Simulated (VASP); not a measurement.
Here is a VASP 6.6.1 calculation.

INCAR

```
SYSTEM = YbSe2
  PREC = Accurate
  ENCUT = 520
  EDIFF = 1E-6
  ISMEAR = 0
  SIGMA = 0.05
  LREAL = .FALSE.
  LASPH = .TRUE.
  NELM = 150
  ALGO = Normal
  ISIF = 2
  LWAVE = .FALSE.
  LCHARG = .FALSE.
  ISPIN = 2
  MAGMOM = 0.05 0 0
  LORBIT = 11
  LMAXMIX = 6
  GGA = PE
  NBANDS = 29
```

File KPOINTS:

```
Automatic mesh
0
G
  10 10 10
  0 0 0
```

File POSCAR:

```
YbSe2
1.0
    0.0000000000      3.4863468874      3.4863468874
    3.4863468874      0.0000000000      3.4863468874
    3.4863468874      3.4863468874      0.0000000000
Yb Se
1 2
Direct
    0.0000000000      0.0000000000      0.0000000000
    0.2500000000      0.2500000000      0.2500000000
    0.7500000000      0.7500000000      0.7500000000
```

Potentials or basis: VASP PAW PBE potentials, release 64 (Yb, Se).

Command:

```sh
$ cat potpaw_PBE.64/Yb/POTCAR potpaw_PBE.64/Se/POTCAR > POTCAR
$ mpirun -np 1 vasp_std > vasp.out
```

Q: Predict the site moments.

A: Yb +0.09; Se +0.01 μB.

Q: Predict the pressure.

A: -3.5 GPa.

Q: Estimate the net moment.

A: 0.15 μB per cell.

Caveat: the cell stands under tension.
